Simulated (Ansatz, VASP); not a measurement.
# SrAsH in VASP and in Ansatz

File INCAR:

```
ALGO = Normal
EDIFF = 1E-6
ENCUT = 520
GGA = PE
ISIF = 2
ISMEAR = -1
LASPH = True
LCHARG = True
LELF = True
LREAL = False
LVHAR = True
LWAVE = False
NBANDS = 25
NELM = 100
PREC = Accurate
SIGMA = 0.1
```

File KPOINTS:

```
k-points
0
Gamma
  9 9 5
```

POSCAR

```
SrAsH
1.0
    3.9403420000      0.0000000000      0.0000000000
    0.0000000000      3.9403420000      0.0000000000
    0.0000000000      0.0000000000      7.6174540000
Sr H As
2 2 2
Direct
    0.0000000000      0.5000000000      0.2000000000
    0.5000000000      0.0000000000      0.8000000000
    0.0000000000      0.0000000000      0.0000000000
    0.5000000000      0.5000000000      0.0000000000
    0.0000000000      0.5000000000      0.7000000000
    0.5000000000      0.0000000000      0.3000000000
```

Input for Ansatz:

```yaml
crystal:
  lattice:
    - [3.940342, 0.0, 0.0]
    - [0.0, 3.940342, 0.0]
    - [0.0, 0.0, 7.617454]
  atoms:
    - { symbol: Sr, position: [0.0, 0.5, 0.2] }
    - { symbol: Sr, position: [0.5, 0.0, 0.8] }
    - { symbol: H, position: [0.0, 0.0, 0.0] }
    - { symbol: H, position: [0.5, 0.5, 0.0] }
    - { symbol: As, position: [0.0, 0.5, 0.7] }
    - { symbol: As, position: [0.5, 0.0, 0.3] }
  symmetry: { tolerance: 0.0003 }
kpoints:
  mp_grid: { grid: [9, 9, 5], shift: [0, 0, 0] }
  band_path:
    path:
      - [0.0, 0.0, 0.0]
      - [0.0, 0.5, 0.0]
      - [0.5, 0.5, 0.0]
      - [0.0, 0.0, 0.0]
      - [0.0, 0.0, 0.5]
      - [0.0, 0.5, 0.5]
      - [0.5, 0.5, 0.5]
      - [0.0, 0.0, 0.5]
    npoints: 7
magnetization:
  spin_polarized: false
scf:
  occupations: { method: fermi_dirac }
  lower_state_search: "off"
  max_iter: 200
hamiltonian:
  pseudopotentials: { kind: paw }
  xc: pbe
basis:
  ecutwfc: 420
  fft_grid_basis: typed
output:
  forces: true
  stress: true
  eigenvalues: true
  bader: true
  populations: true
  elf: true
  write_potential: true
  volumetric_format: npy
  dos:
    e_range: [-12, 8]
    de: 0.05
    projected: { site_lists: { As: [As], H: [H], Sr: [Sr] } }
checkpoint:
  read: saved_state
```

Alike in both runs: task single point; functional PBE; k mesh 9 × 9 × 5; no spin polarisation.

|  | VASP | Ansatz |
| --- | --- | --- |
| version | VASP 6.6.1 | Ansatz 0.2.0 |
| potentials or method | VASP PAW PBE potentials, release 64 (Sr_sv, H, As), cutoff 520 eV | PAW plane waves |
| occupations | fermi-dirac, width 0.1 eV | fermi-dirac |
| valence electrons in the cell | 32 | 52 |

|  | VASP | Ansatz | Ansatz less VASP |
| --- | --- | --- | --- |
| pressure (GPa) | 8.2 | 8.0 | -0.18 |
| traceless stress, the component that is largest in VASP (GPa) | -11.65 | -11.55 | +0.097 |
| rms of the force components (eV/Å) | 0.292 | 0.290 | -0.0028 |

Atom by atom the forces differ by 0.004 eV/Å (rms over components). VASP's potentials hold 32 valence electrons a cell and Ansatz's 52, so a difference there can come from the potentials and not from the codes.
